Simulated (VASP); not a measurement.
# V (Cmce) in VASP: relaxation of cell and atoms with PBE

Aim: the relaxation of cell and atoms of V with PBE.

Everything below comes from runs of VASP 6.6.1. Logs are shortened: lines on timing, memory, paths and dates and some standing lists are left out, and cuts for length are marked.

## 1. The cell of the first run

The structure is orthorhombic, space group Cmce (No. 64). Conventional cell: a = 4.099 Å, b = 6.948 Å, c = 4.105 Å, α = 90.00°, β = 90.00°, γ = 90.00°. V (site symmetry m) has 7 V at 2.21 to 2.54 Å within 2.9 Å.

## 2. Relaxation of cell and atoms, PBE

Contents of INCAR:

```
SYSTEM = V
  PREC = Accurate
  ENCUT = 600
  EDIFF = 1E-6
  ISMEAR = 0
  SIGMA = 0.1
  LREAL = .False.
  LASPH = .True.
  NELM = 100
  ALGO = Fast
  ISIF = 3
  LWAVE = .False.
  LCHARG = .False.
  GGA = PE
  IBRION = 2
  NSW = 90
  EDIFFG = -0.04
```

Contents of KPOINTS:

```
regular mesh
0
Gamma
  6 6 4
  0 0 0
```

Contents of POSCAR:

```
V
1.0
    2.0497405059     -3.4739300374      0.0000000000
    2.0497405059      3.4739300374      0.0000000000
    0.0000000000      0.0000000000      4.1049340204
V
4
Direct
    0.1525000000      0.8475000000      0.0785000000
    0.6525000000      0.3475000000      0.4215000000
    0.8475000000      0.1525000000      0.9215000000
    0.3475000000      0.6525000000      0.5785000000
```

Potentials or basis: VASP PAW PBE potentials, release 64 (V_sv).

Launch:

```bash
> cat potpaw_PBE.64/V_sv/POTCAR > POTCAR
> mpirun -np 1 vasp_std > vasp.out
```

OUTCAR:

```text
SYSTEM = V
   PREC = Accurate
   ENCUT = 600
   EDIFF = 1E-6
   ISMEAR = 0
   LREAL = .False.
   LASPH = .True.
   NELM = 100
   ISIF = 3
   GGA = PE
   IBRION = 2
   NSW = 90
   EDIFFG = -0.04

 ion  position               nearest neighbor table
   1  0.153  0.847  0.078-   3 2.21   4 2.46   4 2.46   2 2.49   2 2.49   3 2.54   3 2.54
   2  0.653  0.347  0.422-   4 2.21   3 2.46   3 2.46   1 2.49   1 2.49   4 2.54   4 2.54
   3  0.847  0.153  0.922-   1 2.21   2 2.46   2 2.46   4 2.49   4 2.49   1 2.54   1 2.54
   4  0.347  0.653  0.578-   2 2.21   1 2.46   1 2.46   3 2.49   3 2.49   2 2.54   2 2.54

  LATTYP: Found a base centered orthorhombic cell.
 ALAT       =     4.0994810118
 B/A-ratio  =     1.6948145521
 C/A-ratio  =     1.0013301705

  Lattice vectors:

 A1 = (   2.0497405059,  -3.4739300374,   0.0000000000)
 A2 = (   2.0497405059,   3.4739300374,   0.0000000000)
 A3 = (   0.0000000000,   0.0000000000,   4.1049340204)

Analysis of symmetry for initial positions (statically):
=====================================================================
 Subroutine PRICEL returns:
 Original cell was already a primitive cell.

 Routine SETGRP: Setting up the symmetry group for a
 base centered orthorhombic supercell.

 Subroutine GETGRP returns: Found  8 space group operations
 (whereof  4 operations were pure point group operations)
 out of a pool of  8 trial point group operations.

The static configuration has the point symmetry C_2h.
 The point group associated with its full space group is D_2h.

Analysis of symmetry for dynamics (positions and initial velocities):
=====================================================================
 Subroutine PRICEL returns:
 Original cell was already a primitive cell.

 Routine SETGRP: Setting up the symmetry group for a
 base centered orthorhombic supercell.

 Subroutine GETGRP returns: Found  8 space group operations
 (whereof  4 operations were pure point group operations)
 out of a pool of  8 trial point group operations.

The dynamic configuration has the point symmetry C_2h.
 The point group associated with its full space group is D_2h.

 Subroutine INISYM returns: Found  8 space group operations
 (whereof  4 operations are pure point group operations),
 and found     1 'primitive' translations

----------------------------------------------------------------------------------------

                                     Primitive cell

  volume of cell :      58.4596

  direct lattice vectors                    reciprocal lattice vectors
     2.049740506 -3.473930037  0.000000000     0.243933317 -0.143929208  0.000000000
     2.049740506  3.473930037  0.000000000     0.243933317  0.143929208  0.000000000
     0.000000000  0.000000000  4.104934020     0.000000000  0.000000000  0.243609275

  length of vectors
     4.033562451  4.033562451  4.104934020     0.283229730  0.283229730  0.243609275

  position of ions in fractional coordinates (direct lattice)
     0.152500000  0.847500000  0.078500000
     0.652500000  0.347500000  0.421500000
     0.847500000  0.152500000  0.921500000
     0.347500000  0.652500000  0.578500000

  ion indices of the primitive-cell ions
   primitive index   ion index
                 1           1
                 2           2
                 3           3
                 4           4

----------------------------------------------------------------------------------------

 KPOINTS: regular mesh

Automatic generation of k-mesh.
 Grid dimensions read from file:
 generate k-points for:    6    6    4

 Generating k-lattice:

  Cartesian coordinates                     Fractional coordinates (reciprocal lattice)
     0.040655553 -0.023988201  0.000000000     0.166666667 -0.000000000  0.000000000
     0.040655553  0.023988201  0.000000000    -0.000000000  0.166666667  0.000000000
     0.000000000  0.000000000  0.060902319     0.000000000  0.000000000  0.250000000

  Length of vectors
     0.047204955  0.047204955  0.060902319

  Shift w.r.t. Gamma in fractional coordinates (k-lattice)
     0.000000000  0.000000000  0.000000000

 Subroutine IBZKPT returns following result:
 ===========================================

 Found     39 irreducible k-points:

 Following reciprocal coordinates:
            Coordinates               Weight
  0.000000  0.000000  0.000000      1.000000
  0.166667  0.000000  0.000000      4.000000
  0.333333  0.000000  0.000000      4.000000
  0.500000  0.000000  0.000000      2.000000
  0.166667  0.166667  0.000000      2.000000
  0.333333  0.166667  0.000000      4.000000
[... 16 lines left out ...]
  0.333333  0.333333  0.250000      4.000000
  0.500000  0.333333  0.250000      8.000000
 [... further k-points ...]
   k-points           NKPTS =     39   k-points in BZ     NKDIM =     39   number of bands    NBANDS=     31
   number of dos      NEDOS =    301   number of ions     NIONS =      4
   total plane-waves  NPLWV =  36864
   dimension x,y,z NGX =    32 NGY =   32 NGZ =   36
   dimension x,y,z NGXF=    64 NGYF=   64 NGZF=   72
   ions per type =               4
   NGX,Y,Z   is equivalent  to a cutoff of  13.19, 13.19, 14.58 a.u.
   NGXF,Y,Z  is equivalent  to a cutoff of  26.38, 26.38, 29.16 a.u.
 SYSTEM =  V
   PREC   = accura    normal or accurate (medium, high low for compatibility)
   ISTART =      0    job   : 0-new  1-cont  2-samecut
   ICHARG =      2    charge: 1-file 2-atom 10-const
   ISPIN  =      1    spin polarized calculation?
   LNONCOLLINEAR =      F non collinear calculations
   LSORBIT =      F    spin-orbit coupling
   LASPH  =      T    aspherical Exc in radial PAW
   ENCUT  =  600.0 eV  44.10 Ry    6.64 a.u.   8.06  8.06  8.20*2*pi/ulx,y,z
   NELM   =    100;   NELMIN=  2; NELMDL= -5     # of ELM steps
   EDIFF  = 0.1E-05   stopping-criterion for ELM
   LREAL  =      F    real-space projection
   EDIFFG = -.4E-01   stopping-criterion for IOM
   NSW    =     90    number of steps for IOM
   IBRION =      2    ionic relax: 0-MD 1-quasi-New 2-CG
   NFREE  =      1    steps in history (QN), initial steepest desc. (CG)
   ISIF   =      3    stress and relaxation
   ISYM   =      2    0-nonsym 1-usesym 2-fastsym
   POTIM  = 0.5000    time-step for ionic-motion
   TEBEG  =    0.0;   TEEND  =   0.0 temperature during run
   PSTRESS=    0.0 pullay stress
   NELECT =      52.0000    total number of electrons
   NUPDOWN=      -1.0000    fix difference up-down
   EMIN   =  10.00;   EMAX   =-10.00  energy-range for DOS
   EFERMI =   0.00;   METHOD = LEGACY
   ISMEAR =     0;   SIGMA  =   0.10  broadening in eV -4-tet -1-fermi 0-gaus
   EFERMI_NEDOS =   21; number of points for ismear=-14 and -15
   IALGO  =     68    algorithm
   IMIX   =      4    mixing-type and parameters
     AMIX     =   0.40;   BMIX     =  1.00
     AMIX_MAG =   1.60;   BMIX_MAG =  1.00
  volume/ion in A,a.u.               =      14.61        98.63
  Fermi-wavevector in a.u.,A,eV,Ry     =   1.574432  2.975245 33.726612  2.478836
  Thomas-Fermi vector in A             =   2.675567
   LORBIT       =      0    0 simple, 1 ext, 2 COOP (PROOUT), +10 PAW based schemes
   GGA     = PE    functional components
   LHFCALC =     F    Hartree Fock is set to
   AEXX    =    0.0000 exact exchange contribution
   IVDW    =     0    specifies the selected vdW correction
   LEPSILON=     F    determine dielectric tensor
   LRPA    =     F    only Hartree local field effects (RPA)
 conjugate gradient relaxation of ions
 non-spin polarized calculation
 RMM-DIIS sequential band-by-band and
 Gauss-broadening in eV      SIGMA  =   0.10
  energy-cutoff  :      600.00
  volume of cell :       58.46
 maximum number of plane-waves:      1980
   NGX = 17   NGY = 17   NGZ = 17

--------------------------------------- Ionic step        1  -------------------------------------------

 number of electron      51.9999997 magnetization

 Free energy of the ion-electron system (eV)
  ---------------------------------------------------
  ext. energy  EPLUGINS =         0.00000000
  ---------------------------------------------------
  free energy    TOTEN  =       -31.48690765 eV

  energy without entropy =      -31.45581597  energy(sigma->0) =      -31.47136181

------------------------ aborting loop because EDIFF is reached ----------------------------------------

  FORCE on cell =-STRESS in cart. coord.  units (eV):
  Direction    XX          YY          ZZ          XY          YZ          ZX
  --------------------------------------------------------------------------------------
  -------------------------------------------------------------------------------------
  Total        5.0195396      8.2551774      0.5753889      0.0000000      0.0000000      0.0000000
  in kB      137.5682913    226.2459764     15.7694269      0.0000000      0.0000000      0.0000000
  external PRESSURE =     126.5278982 kB  Pullay stress =       0.0000000 kB
[... 95 lines left out ...]
  FREE ENERGIE OF THE ION-ELECTRON SYSTEM (eV)
  ---------------------------------------------------
  free  energy   TOTEN  =       -31.9242264875 eV

  energy  without entropy=      -31.8786135269  energy(sigma->0) =      -31.90142001

 E-fermi :  11.8481     XC(G=0): -13.5732

 val. band max:       11.8347236394   @ k =   0.3333   0.0000   0.5000
 cond. band min:      11.8539025683   @ k =   0.0000   0.0000   0.5000
 fundamental gap:      0.0191789289
 Fermi energy:        11.8481275828

 k-point     1 :       0.0000    0.0000    0.0000
  band No.  band energies     occupation
      1     -52.3562      2.00000
      2     -51.8936      2.00000
      3     -51.6172      2.00000
      4     -51.5548      2.00000
      5     -27.5062      2.00000
      6     -26.4868      2.00000
[... 805 lines left out ...]
     30      13.3132      0.00000
     31      13.7242      0.00000

 [... further k-points ...]

[... ionic steps 4 to 28 ...]

--------------------------------------- Ionic step       29  -------------------------------------------

 number of electron      51.9999997 magnetization

------------------------ aborting loop because EDIFF is reached ----------------------------------------
[... 71 lines left out ...]
--------------------------------------- Ionic step       31  -------------------------------------------

 number of electron      51.9999983 magnetization

 Free energy of the ion-electron system (eV)
  ---------------------------------------------------
  ext. energy  EPLUGINS =         0.00000000
  ---------------------------------------------------
  free energy    TOTEN  =       -34.94418703 eV

  energy without entropy =      -34.91843069  energy(sigma->0) =      -34.93130886

 E-fermi :   9.6778     XC(G=0): -12.6598

 val. band max:        9.6761271704   @ k =   0.1667   0.0000   0.2500
 cond. band min:       9.6836537128   @ k =   0.3333   0.3333   0.2500
 fundamental gap:      0.0075265425
 Fermi energy:         9.6777902601

 k-point     1 :       0.0000    0.0000    0.0000
  band No.  band energies     occupation
      1     -54.4501      2.00000
      2     -54.2011      2.00000
      3     -54.1881      2.00000
      4     -54.1512      2.00000
      5     -28.8467      2.00000
      6     -28.5020      2.00000
[... 805 lines left out ...]
     30      10.6337      0.00000
     31      10.8814      0.00000

 [... further k-points ...]

------------------------ aborting loop because EDIFF is reached ----------------------------------------

  FORCE on cell =-STRESS in cart. coord.  units (eV):
  Direction    XX          YY          ZZ          XY          YZ          ZX
  --------------------------------------------------------------------------------------
  -------------------------------------------------------------------------------------
  Total       -0.0387805      0.0612993     -0.1292254      0.0000000      0.0000000      0.0000000
  in kB       -1.1140936      1.7610173     -3.7124139      0.0000000      0.0000000      0.0000000
  external PRESSURE =      -1.0218301 kB  Pullay stress =       0.0000000 kB
[... 19 lines left out ...]
  FREE ENERGIE OF THE ION-ELECTRON SYSTEM (eV)
  ---------------------------------------------------
  free  energy   TOTEN  =       -34.9441870300 eV

  energy  without entropy=      -34.9184306893  energy(sigma->0) =      -34.93130886

 reached required accuracy - stopping structural energy minimisation
```

Run time: 27 min. Hardware: 1 thread of Intel Xeon Platinum 8259CL at 2.50GHz (Skylake/Cascade Lake), shared host; peak memory 0.24 GiB.

Results:

| Property | Result |
| --- | --- |
| Free energy | -34.9442 eV |
| Relaxed volume | 13.94 Å³/atom |
| Relaxed cell | a = 4.936 Å, b = 4.936 Å, c = 2.897 Å, α = 90.00°, β = 90.00°, γ = 127.78° |
| Space group after relaxing (to 0.1 Å) | Fmmm (No. 69) |
| Energy gained by relaxing | 864.3 meV/atom |
| Ionic steps | 31 |
| Pressure after relaxing | -0.1 GPa |
| Largest force after relaxing | 0.010 eV/Å |
| Band gap on the k mesh | zero (bands 26 and 27 overlap by 0.89 eV) |

Forces on the atoms (eV/Å):
```
V    0.000 -0.010 -0.004
V    0.000 -0.010  0.004
V    0.000  0.010  0.004
V    0.000  0.010 -0.004
```

Step by step:
| step | energy change (eV) | largest force (eV/Å) | pressure (GPa) | volume (Å³) |
| --- | --- | --- | --- | --- |
| 1 | 0.0000 | 0.4941 | 12.65 | 58.46 |
| 2 | -0.4113 | 0.3860 | -7.69 | 68.64 |
| 3 | -0.4373 | 0.3957 | -4.35 | 66.40 |
| 4 | -0.7518 | 0.6628 | -2.27 | 65.30 |
| 5 | -1.1155 | 2.6593 | 8.45 | 61.75 |
| 6 | -1.1877 | 2.7191 | 8.31 | 61.81 |
| 7 | -1.3923 | 2.9113 | 8.23 | 61.88 |
| 8 | -1.6586 | 2.8517 | 9.86 | 61.59 |
| 9 | -1.6513 | 2.8365 | 11.06 | 61.37 |
| 10 | -1.8828 | 2.3724 | 6.26 | 62.49 |
| 11 | -2.2102 | 1.2835 | -5.50 | 65.89 |
| 12 | -2.2154 | 1.1652 | -7.17 | 66.34 |
| 13 | -2.3625 | 1.1337 | -6.95 | 65.42 |
| 14 | -2.7664 | 1.0169 | -5.63 | 62.68 |
| 15 | -3.2920 | 0.9299 | 0.33 | 57.32 |
| 16 | -1.6319 | 1.8243 | 42.17 | 47.09 |
| 17 | -3.2493 | 1.2358 | 4.32 | 56.19 |
| 18 | -3.2513 | 1.1930 | 8.57 | 54.30 |
| 19 | -3.3203 | 0.6789 | 3.37 | 54.92 |
| 20 | -3.3291 | 0.7015 | 4.43 | 54.77 |
| 21 | -3.3863 | 0.5534 | 0.77 | 55.90 |
| 22 | -3.4076 | 0.3911 | -2.66 | 57.10 |
| 23 | -3.4340 | 0.2728 | -1.52 | 56.61 |
| 24 | -3.4508 | 0.1637 | 0.37 | 55.88 |
| 25 | -3.4509 | 0.1672 | 0.69 | 55.81 |
| 26 | -3.4545 | 0.0715 | -0.36 | 56.01 |
| 27 | -3.4546 | 0.0613 | -0.55 | 56.05 |
| 28 | -3.4558 | 0.0468 | -0.01 | 55.84 |
| 29 | -3.4561 | 0.0380 | 0.29 | 55.69 |
| 30 | -3.4569 | 0.0182 | 0.10 | 55.73 |
| 31 | -3.4573 | 0.0102 | -0.10 | 55.77 |

Final structure:
```cif
data_structure
_symmetry_space_group_name_H-M 'P 1'
_symmetry_Int_Tables_number 1
_cell_length_a 4.9357
_cell_length_b 4.9357
_cell_length_c 2.8967
_cell_angle_alpha 90.000
_cell_angle_beta 90.000
_cell_angle_gamma 127.784
_cell_volume 55.77
loop_
_atom_site_label
_atom_site_type_symbol
_atom_site_fract_x
_atom_site_fract_y
_atom_site_fract_z
_atom_site_occupancy
V1 V 0.13688 0.86312 0.00012 1
V2 V 0.63688 0.36312 0.49988 1
V3 V 0.86312 0.13688 0.99988 1
V4 V 0.36312 0.63688 0.50012 1
```

Caveat: the k points lie up to 0.54 Å⁻¹ apart in the final cell, too coarse for converged energies and pressures of a metal; a cell axis changed by over 15 % at a fixed basis, so the end point is rough.
